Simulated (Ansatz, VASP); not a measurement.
# BeAs2: VASP beside Ansatz

```
Be As
1.0
     3.64541    0.00000    0.00000
     0.00000    3.64541    0.00000
     0.00000    0.00000    7.54777
Be As
2 4
Cartesian
  0.0000 1.8227 2.1209
  1.8227 0.0000 5.4268
  0.0000 0.0000 0.0000
  1.8227 1.8227 0.0000
  0.0000 1.8227 4.8230
  1.8227 0.0000 2.7247
```

Alike in both runs: task single point; functional PBE; dispersion D4; k mesh 5 × 5 × 3; no spin polarisation.

|  | VASP | Ansatz |
| --- | --- | --- |
| version | VASP 6.6.1 | Ansatz 0.2.0 |
| potentials or method | VASP PAW PBE potentials, release 64 (Be, As), cutoff 520 eV | PAW plane waves |
| occupations | fermi-dirac, width 0.1 eV | fermi-dirac |
| valence electrons in the cell | 24 | 64 |

Ansatz gave:

```
gap on the k mesh at the Fermi level (eV)                     : none
pressure (GPa)                                                : -5.1
traceless stress, the component that is largest in VASP (GPa) : -4.78
rms of the force components (eV/Å)                            : 0.288
```

Task: Which values does VASP return?

Result: gap on the k mesh at the Fermi level (eV): none; pressure (GPa): -5.0; traceless stress, the component that is largest in VASP (GPa): -4.87; rms of the force components (eV/Å): 0.289.

Atom by atom the forces differ by 0.001 eV/Å (rms over components). A gap of «none» marks a metal or a gap that the smearing closes. VASP's potentials hold 24 valence electrons a cell and Ansatz's 64, so a difference there can come from the potentials and not from the codes. Ansatz's warnings: dispersion switch in reach.
